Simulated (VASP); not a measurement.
# Fe (P6_3/mmc) in VASP: a series of runs

Runs on Fe. Level: PBEsol. Tasks: single point, relaxation of cell and atoms.

Everything below comes from runs of VASP 6.6.1. Logs are shortened: lines on timing, memory, paths and dates and some standing lists are left out, and cuts for length are marked.

### Step 1. The cell of the first run

It takes space group P6_3/mmc (No. 194, hexagonal). Conventional cell: a = 2.513 Å, b = 2.513 Å, c = 8.088 Å, α = 90.00°, β = 90.00°, γ = 120.00°. Fe (site symmetry -3m) has 12 Fe at 2.49 to 2.51 Å within 3.3 Å. Fe (site symmetry -6m2) has 12 Fe at 2.49 to 2.51 Å within 3.3 Å.

### Step 2. Single point, PBEsol (volume scaled by 1.12)

Input file INCAR:

```
SYSTEM = Fe
PREC = Accurate ; ENCUT = 520
EDIFF = 1E-6 ; ISMEAR = -1
SIGMA = 0.1 ; LREAL = .FALSE.
LASPH = .TRUE. ; NELM = 100
ALGO = Normal ; ISIF = 2
LWAVE = .FALSE. ; LCHARG = .FALSE.
GGA = PS ; NBANDS = 24
```

Input file KPOINTS:

```
Automatic mesh
0
G
  20 20 6
  0 0 0
```

Input file POSCAR:

```
Fe
1.0
    2.5126304728      0.0000000000      0.0000000000
   -1.2563152364      2.1760018198      0.0000000000
    0.0000000000      0.0000000000      8.0881304452
Fe
4
Direct
    0.0000000000      1.0000000000      0.0000000000
    0.0000000000      1.0000000000      0.5000000000
    0.3333333333      0.6666666667      0.2500000000
    0.6666666667      0.3333333333      0.7500000000
```

Potentials or basis: VASP PAW PBE potentials, release 64 (Fe).

On the command line:

```bash
$ cat potpaw_PBE.64/Fe/POTCAR > POTCAR
$ mpirun -np 1 vasp_std > vasp.out
```

OUTCAR:

```text
SYSTEM = Fe
   PREC = Accurate
   ENCUT = 520
   EDIFF = 1E-6
   ISMEAR = -1
   LREAL = .FALSE.
   LASPH = .TRUE.
   NELM = 100
   ISIF = 2
   GGA = PS

 ion  position               nearest neighbor table
   1  0.000  0.000  0.000-   3 2.49   4 2.49   4 2.49   3 2.49   4 2.49   3 2.49
   2  0.000  0.000  0.500-   3 2.49   4 2.49   4 2.49   3 2.49   4 2.49   3 2.49
   3  0.333  0.667  0.250-   1 2.49   2 2.49   1 2.49   2 2.49   1 2.49   2 2.49
   4  0.667  0.333  0.750-   1 2.49   2 2.49   1 2.49   2 2.49   1 2.49   2 2.49

  LATTYP: Found a hexagonal cell.
 ALAT       =     2.5126304728
 C/A-ratio  =     3.2189892357

  Lattice vectors:

 A1 = (   2.5126304728,   0.0000000000,   0.0000000000)
 A2 = (  -1.2563152364,   2.1760018198,   0.0000000000)
 A3 = (   0.0000000000,   0.0000000000,   8.0881304452)

Analysis of symmetry for initial positions (statically):
=====================================================================
 Subroutine PRICEL returns:
 Original cell was already a primitive cell.

 Routine SETGRP: Setting up the symmetry group for a
 hexagonal supercell.

 Subroutine GETGRP returns: Found 24 space group operations
 (whereof 12 operations were pure point group operations)
 out of a pool of 24 trial point group operations.

The static configuration has the point symmetry D_3d.
 The point group associated with its full space group is D_6h.

Analysis of symmetry for dynamics (positions and initial velocities):
=====================================================================
 Subroutine PRICEL returns:
 Original cell was already a primitive cell.

 Routine SETGRP: Setting up the symmetry group for a
 hexagonal supercell.

 Subroutine GETGRP returns: Found 24 space group operations
 (whereof 12 operations were pure point group operations)
 out of a pool of 24 trial point group operations.

The dynamic configuration has the point symmetry D_3d.
 The point group associated with its full space group is D_6h.

 Subroutine INISYM returns: Found 24 space group operations
 (whereof 12 operations are pure point group operations),
 and found     1 'primitive' translations

----------------------------------------------------------------------------------------

                                     Primitive cell

  volume of cell :      44.2218

  direct lattice vectors                    reciprocal lattice vectors
     2.512630473  0.000000000  0.000000000     0.397989283  0.229779220  0.000000000
    -1.256315236  2.176001820  0.000000000     0.000000000  0.459558439  0.000000000
     0.000000000  0.000000000  8.088130445     0.000000000  0.000000000  0.123637966

  length of vectors
     2.512630473  2.512630473  8.088130445     0.459558439  0.459558439  0.123637966

  position of ions in fractional coordinates (direct lattice)
     0.000000000  0.000000000  0.000000000
     0.000000000  0.000000000  0.500000000
     0.333333333  0.666666667  0.250000000
     0.666666667  0.333333333  0.750000000

  ion indices of the primitive-cell ions
   primitive index   ion index
                 1           1
                 2           2
                 3           3
                 4           4

----------------------------------------------------------------------------------------

 KPOINTS: Automatic mesh

Automatic generation of k-mesh.
 Grid dimensions read from file:
 generate k-points for:   20   20    6

 Generating k-lattice:

  Cartesian coordinates                     Fractional coordinates (reciprocal lattice)
     0.019899464  0.011488961  0.000000000     0.050000000 -0.000000000  0.000000000
     0.000000000  0.022977922  0.000000000     0.000000000  0.050000000  0.000000000
     0.000000000  0.000000000  0.020606328     0.000000000  0.000000000  0.166666667

  Length of vectors
     0.022977922  0.022977922  0.020606328

  Shift w.r.t. Gamma in fractional coordinates (k-lattice)
     0.000000000  0.000000000  0.000000000

 Subroutine IBZKPT returns following result:
 ===========================================

 Found    176 irreducible k-points:

 Following reciprocal coordinates:
            Coordinates               Weight
  0.000000  0.000000  0.000000      1.000000
  0.050000 -0.000000  0.000000      6.000000
  0.100000 -0.000000  0.000000      6.000000
  0.150000 -0.000000  0.000000      6.000000
  0.200000 -0.000000  0.000000      6.000000
  0.250000  0.000000  0.000000      6.000000
[... 16 lines left out ...]
  0.200000  0.100000  0.000000     12.000000
  0.250000  0.100000  0.000000     12.000000
 [... further k-points ...]
   k-points           NKPTS =    176   k-points in BZ     NKDIM =    176   number of bands    NBANDS=     24
   number of dos      NEDOS =    301   number of ions     NIONS =      4
   total plane-waves  NPLWV =  24000
   dimension x,y,z NGX =    20 NGY =   20 NGZ =   60
   dimension x,y,z NGXF=    40 NGYF=   40 NGZF=  120
   ions per type =               4
   NGX,Y,Z   is equivalent  to a cutoff of  13.23, 13.23, 12.33 a.u.
   NGXF,Y,Z  is equivalent  to a cutoff of  26.47, 26.47, 24.67 a.u.
 SYSTEM =  Fe
   PREC   = accura    normal or accurate (medium, high low for compatibility)
   ISTART =      0    job   : 0-new  1-cont  2-samecut
   ICHARG =      2    charge: 1-file 2-atom 10-const
   ISPIN  =      1    spin polarized calculation?
   LNONCOLLINEAR =      F non collinear calculations
   LSORBIT =      F    spin-orbit coupling
   LASPH  =      T    aspherical Exc in radial PAW
   ENCUT  =  520.0 eV  38.22 Ry    6.18 a.u.   4.67  4.67 15.04*2*pi/ulx,y,z
   NELM   =    100;   NELMIN=  2; NELMDL= -5     # of ELM steps
   EDIFF  = 0.1E-05   stopping-criterion for ELM
   LREAL  =      F    real-space projection
   EDIFFG = 0.1E-04   stopping-criterion for IOM
   NSW    =      0    number of steps for IOM
   IBRION =     -1    ionic relax: 0-MD 1-quasi-New 2-CG
   NFREE  =      0    steps in history (QN), initial steepest desc. (CG)
   ISIF   =      2    stress and relaxation
   ISYM   =      2    0-nonsym 1-usesym 2-fastsym
   POTIM  = 0.5000    time-step for ionic-motion
   TEBEG  =    0.0;   TEEND  =   0.0 temperature during run
   PSTRESS=    0.0 pullay stress
   NELECT =      32.0000    total number of electrons
   NUPDOWN=      -1.0000    fix difference up-down
   EMIN   =  10.00;   EMAX   =-10.00  energy-range for DOS
   EFERMI =   0.00;   METHOD = LEGACY
   ISMEAR =    -1;   SIGMA  =   0.10  broadening in eV -4-tet -1-fermi 0-gaus
   EFERMI_NEDOS =   21; number of points for ismear=-14 and -15
   IALGO  =     38    algorithm
   IMIX   =      4    mixing-type and parameters
     AMIX     =   0.40;   BMIX     =  1.00
     AMIX_MAG =   1.60;   BMIX_MAG =  1.00
  volume/ion in A,a.u.               =      11.06        74.61
  Fermi-wavevector in a.u.,A,eV,Ry     =   1.469759  2.777442 29.391193  2.160192
  Thomas-Fermi vector in A             =   2.585098
   LORBIT       =      0    0 simple, 1 ext, 2 COOP (PROOUT), +10 PAW based schemes
   GGA     = PS    functional components
   LHFCALC =     F    Hartree Fock is set to
   AEXX    =    0.0000 exact exchange contribution
   IVDW    =     0    specifies the selected vdW correction
   LEPSILON=     F    determine dielectric tensor
   LRPA    =     F    only Hartree local field effects (RPA)
 non-spin polarized calculation
  energy-cutoff  :      520.00
  volume of cell :       44.22
 maximum number of plane-waves:      1207
 NGX is ok and might be reduce to    20
   NGX =  9   NGY =  9   NGZ = 31

 number of electron      31.9999997 magnetization

 Free energy of the ion-electron system (eV)
  ---------------------------------------------------
  ext. energy  EPLUGINS =         0.00000000
  ---------------------------------------------------
  free energy    TOTEN  =       -35.14714580 eV

  energy without entropy =      -34.89740969  energy(sigma->0) =      -35.02227774

 E-fermi :   5.8424     XC(G=0): -13.4804

 val. band max:        5.8394834969   @ k =   0.0500   0.0500   0.1667
 cond. band min:       5.8433963920   @ k =   0.2500   0.2500   0.0000
 fundamental gap:      0.0039128952
 Fermi energy:         5.8423666283

 k-point     1 :       0.0000    0.0000    0.0000
  band No.  band energies     occupation
      1      -2.6303      2.00000
      2      -0.3631      2.00000
      3      -0.3558      2.00000
      4       1.3714      2.00000
      5       3.9250      2.00000
      6       3.9273      2.00000
[... 16 lines left out ...]
     23       6.6371      0.00071
     24       6.6371      0.00071

 k-point     2 :       0.0500   -0.0000    0.0000
  band No.  band energies     occupation
      1      -2.5419      2.00000
      2      -0.2869      2.00000
      3      -0.2799      2.00000
      4       1.4324      2.00000
      5       3.8494      2.00000
      6       3.8918      2.00000
[... 16 lines left out ...]
     23       6.6433      0.00066
     24       7.2395      0.00000

 k-point     3 :       0.1000   -0.0000    0.0000
  band No.  band energies     occupation
      1      -2.2800      2.00000
      2      -0.0656      2.00000
      3      -0.0595      2.00000
      4       1.6065      2.00000
      5       3.6771      2.00000
      6       3.7976      2.00000
[... 16 lines left out ...]
     23       6.6611      0.00056
     24       8.1148      0.00000
[... 514 lines left out ...]
 k-point    23 :       0.2000    0.1000    0.0000
  band No.  band energies     occupation
      1      -0.3858      2.00000
      2       1.2458      2.00000
      3       1.2469      2.00000
      4       2.4852      2.00000
      5       3.0827      2.00000
      6       3.1707      2.00000
[... 16 lines left out ...]
     23       7.1032      0.00001
     24      11.5121      0.00000

 k-point    24 :       0.2500    0.1000    0.0000
  band No.  band energies     occupation
      1       0.3279      2.00000
      2       1.5108      2.00000
      3       1.5230      2.00000
      4       2.4969      2.00000
      5       2.8796      2.00000
      6       3.2045      2.00000
[... 16 lines left out ...]
     23       7.3385      0.00000
     24      12.5946      0.00000

 [... further k-points ...]

------------------------ aborting loop because EDIFF is reached ----------------------------------------

  FORCE on cell =-STRESS in cart. coord.  units (eV):
  Direction    XX          YY          ZZ          XY          YZ          ZX
  --------------------------------------------------------------------------------------
  -------------------------------------------------------------------------------------
  Total       -7.6423567     -7.6423567     -7.8007087      0.0000000      0.0000000      0.0000000
  in kB     -276.8865535   -276.8865535   -282.6237279      0.0000000      0.0000000      0.0000000
  external PRESSURE =    -278.7989450 kB  Pullay stress =       0.0000000 kB

 VOLUME and BASIS-vectors are now :
 -----------------------------------------------------------------------------
  energy-cutoff  :      520.00
  volume of cell :       44.22
      direct lattice vectors                 reciprocal lattice vectors
     2.512630473  0.000000000  0.000000000     0.397989283  0.229779220  0.000000000
    -1.256315236  2.176001820  0.000000000     0.000000000  0.459558439  0.000000000
     0.000000000  0.000000000  8.088130445     0.000000000  0.000000000  0.123637966

 POSITION                                       TOTAL-FORCE (eV/Angst)
 -----------------------------------------------------------------------------------
      0.00000      0.00000      0.00000         0.000000      0.000000      0.000000
      0.00000      0.00000      4.04407        -0.000000      0.000000      0.000000
     -0.00000      1.45067      2.02203         0.000000      0.000000      0.000000
      1.25632      0.72533      6.06610        -0.000000      0.000000      0.000000
 -----------------------------------------------------------------------------------
    total drift:                                0.000000     -0.000000      0.000000

  FREE ENERGIE OF THE ION-ELECTRON SYSTEM (eV)
  ---------------------------------------------------
  free  energy   TOTEN  =       -35.1471457961 eV

  energy  without entropy=      -34.8974096878  energy(sigma->0) =      -35.02227774
```

It took 69 s on 1 thread of Intel Xeon 6975P-C (Granite Rapids), shared host; peak memory 0.26 GiB.

What came out:

* Free energy: -35.1471 eV
* Pressure: -27.9 GPa
* Band gap on the k mesh: zero (band 16 reaches 6.67 eV, above the bottom of band 17 at 5.16 eV)

Levels at points of the mesh, in eV from the Fermi level:
```tsv
k point	band 14	band 15	band 16	band 17	band 18	band 19
(0.00, 0.00, 0.00)	-1.18	-1.18	-0.41	-0.41	-0.01	-0.01
(0.50, 0.00, 0.00)	0.80	0.81	0.82	0.89	0.89	0.99
(0.00, 0.00, 0.50)	-1.35	-1.12	-1.12	-0.20	-0.20	-0.20
(0.50, 0.00, 0.50)	-0.38	0.46	0.46	0.83	0.83	0.97
```

Caveat: the cell differs from its parent crystal (volume scaled by 1.12); the PAW data sets were made with another functional, which shifts forces and pressure a little; the run has no spin polarisation, though such a crystal can be magnetic. Spin polarisation is off, so any magnetic state and its effect on volume and gap are missing.

### Step 3. Relaxation of cell and atoms, PBEsol

This run uses another cell than the first one, of 11.78 Å³/atom, 1.065 times its volume.

Input file INCAR:

```
SYSTEM = Fe
ALGO = Normal ; EDIFF = 1E-7
EDIFFG = -0.01 ; ENCUT = 600
GGA = PS ; IBRION = 2
ISIF = 3 ; ISMEAR = -1
LASPH = .True. ; LCHARG = .False.
LREAL = .False. ; LWAVE = .False.
NELM = 80 ; NSW = 80
PREC = Accurate ; SIGMA = 0.1
```

Input file KPOINTS:

```
k-points
0
Gamma
  14 14 4
  0 0 0
```

Input file POSCAR:

```
Fe
1.0
    2.5537576109      0.0000000000      0.0000000000
   -1.2768788055      2.2116189662      0.0000000000
    0.0000000000      0.0000000000      8.3405723573
Fe
4
Direct
    0.0000000000      0.0000000000      0.0000000000
    0.0000000000      0.0000000000      0.5000000000
    0.3333333333      0.6666666667      0.2500000000
    0.6666666667      0.3333333333      0.7500000000
```

Potentials or basis: VASP PAW PBE potentials, release 64 (Fe).

On the command line:

```bash
$ cat potpaw_PBE.64/Fe/POTCAR > POTCAR
$ mpirun -np 1 vasp_std > vasp.out
```

It took 3.7 min on 1 thread of Intel Xeon 6975P-C (Granite Rapids), shared host; peak memory 0.22 GiB.

Results (log left out):

| Item | Value |
| --- | --- |
| Free energy | -35.6130 eV |
| Relaxed volume | 9.85 Å³/atom |
| Relaxed cell | a = 2.418 Å, b = 2.418 Å, c = 7.783 Å, α = 90.00°, β = 90.00°, γ = 120.00° |
| Space group after relaxing (to 0.05 Å) | P6_3/mmc (No. 194) |
| Energy gained by relaxing | 266.6 meV/atom |
| Ionic steps | 7 |
| Pressure after relaxing | 0.1 GPa |

Step by step:
| step | energy change (eV) | largest force (eV/Å) | pressure (GPa) | volume (Å³) |
| --- | --- | --- | --- | --- |
| 1 | 0.0000 | 0.0000 | -37.22 | 47.11 |
| 2 | 1.8916 | 0.0000 | 138.13 | 30.81 |
| 3 | -1.0590 | 0.0000 | -3.57 | 39.88 |
| 4 | -1.0640 | 0.0000 | -1.06 | 39.55 |
| 5 | -1.0645 | 0.0000 | 0.13 | 39.41 |
| 6 | -1.0663 | 0.0000 | 0.07 | 39.42 |
| 7 | -1.0665 | 0.0000 | 0.06 | 39.42 |

Final structure:
```
Fe
1.0
     2.41813    0.00000    0.00000
    -1.20907    2.09417    0.00000
     0.00000    0.00000    7.78343
Fe
4
Direct
  0.00000 0.00000 0.00000
  0.00000 0.00000 0.50000
  0.33333 0.66667 0.25000
  0.66667 0.33333 0.75000
```

Levels at points of the mesh, in eV from the Fermi level:
| k point | band 12 | band 13 | band 14 | band 15 | band 16 | band 17 | band 18 | band 19 | band 20 |
| --- | --- | --- | --- | --- | --- | --- | --- | --- | --- |
| (0.00, 0.00, 0.00) | -1.47 | -1.47 | -1.39 | -1.39 | -0.49 | -0.49 | -0.02 | -0.02 | 0.30 |
| (0.50, 0.00, 0.00) | -0.61 | -0.58 | 0.86 | 0.97 | 0.98 | 1.06 | 1.07 | 1.18 | 1.22 |
| (0.00, 0.00, 0.50) | -1.60 | -1.60 | -1.60 | -1.25 | -1.25 | -0.23 | -0.23 | -0.23 | -0.23 |
| (0.50, 0.00, 0.50) | -1.07 | -0.43 | -0.43 | 0.55 | 0.55 | 1.00 | 1.00 | 1.17 | 1.17 |

Caveat: the volume moved by over 15 % at a fixed basis, so the end points are rough; the bands computed are all filled at some k points, so no gap is given; the PAW data sets were made with another functional, which shifts forces and pressure a little; the run has no spin polarisation, though such a crystal can be magnetic. Spin polarisation is off, so any magnetic state and its effect on volume and gap are missing.

(Part 1 of 2 ends here.)
